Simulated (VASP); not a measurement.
A run of VASP 6.6.1 is set up as follows.

File INCAR:

```
PREC = Accurate
ENCUT = 600
EDIFF = 1E-6
ISMEAR = 0
SIGMA = 0.1
LREAL = F
LASPH = T
NELM = 60
ALGO = Normal
ISIF = 3
LWAVE = F
LCHARG = F
GGA = PE
IBRION = 2
NSW = 90
EDIFFG = -0.04
```

File KPOINTS:

```
Automatic mesh
0
Gamma
  6 6 4
```

Contents of POSCAR:

```
MgS
1.0
    3.7098571200      0.0000000000      0.0000000000
    0.0000000000      3.7098571200      0.0000000000
    0.0000000000      0.0000000000      5.1168394900
Mg S
2 2
Direct
    0.5000000000      0.0000000000      0.6731257100
    0.0000000000      0.5000000000      0.3268742900
    0.5000000000      0.0000000000      0.2623102800
    0.0000000000      0.5000000000      0.7376897200
```

Potentials or basis: VASP PAW PBE potentials, release 64 (Mg, S).

The run is started by

```sh
$ cat potpaw_PBE.64/Mg/POTCAR potpaw_PBE.64/S/POTCAR > POTCAR
$ mpirun -np 1 vasp_std > vasp.out
```

**Question.** Predict the space group after relaxing (to 0.05 Å).

**Answer.** Fm-3m (No. 225).

**Question.** Predict the relaxed cell.

**Answer.** a = 3.697 Å, b = 3.697 Å, c = 5.225 Å, α = 90.00°, β = 90.00°, γ = 90.00°.

**Question.** Estimate the relaxed volume.

**Answer.** 17.86 Å³/atom.

Final structure:
```
Mg S
1.0
     3.69749    0.00000    0.00000
     0.00000    3.69749    0.00000
     0.00000    0.00000    5.22534
Mg S
2 2
Direct
  0.50000 0.00000 0.75203
  0.00000 0.50000 0.24797
  0.50000 0.00000 0.25073
  0.00000 0.50000 0.74927
```
